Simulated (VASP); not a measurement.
## BN: single point with PBE+D3(BJ)

System: BN, a slab with vacuum.

```
CELL_PARAMETERS angstrom
2.51200 0.00000 0.00000
-1.25600 2.17546 0.00000
0.00000 0.00000 26.00000
ATOMIC_POSITIONS crystal
B 0.00000 0.00000 0.51923
N 0.66667 0.33333 0.48077
```

| Property | Result |
| --- | --- |
| Program | VASP 6.6.1 |
| Task | single point |
| Functional | PBE |
| Dispersion | D3(BJ) |
| Potentials or basis | VASP PAW PBE potentials, release 64 (B, N) |
| Cutoff | 520 eV |
| k mesh | 12 × 12 × 1 |
| Occupations | gaussian, width 0.02 eV |
| Spin | no spin polarisation |
| Dipole correction | yes |
| Further INCAR settings | ALGO = Normal; EDIFF = 1e-06; NBANDS = 11 |

The largest force is 7.890 eV/Å and the band gap on the k mesh is zero (bands 4 and 5 overlap by 1.35 eV). The dispersion energy per atom is -0.076 eV.

Forces on the atoms (eV/Å):
```
B    0.000  0.000 -7.890
N    0.000  0.000  7.890
```

Levels at points of the mesh, in eV from the Fermi level:
```
           k point  band 1  band 2  band 3  band 4  band 5  band 6  band 7  band 8  band 9
(0.00, 0.00, 0.00)  -16.95   -6.84   -1.00    1.32    1.32    4.29    5.14    6.15    6.94
(0.50, 0.00, 0.00)  -13.38   -7.49   -2.74   -0.99    0.28    4.56    9.05    9.29   11.19
```

It took 37 s on 1 thread of AMD EPYC 7R13 Processor (Zen 3), with other jobs on the host, peak memory 0.23 GiB.
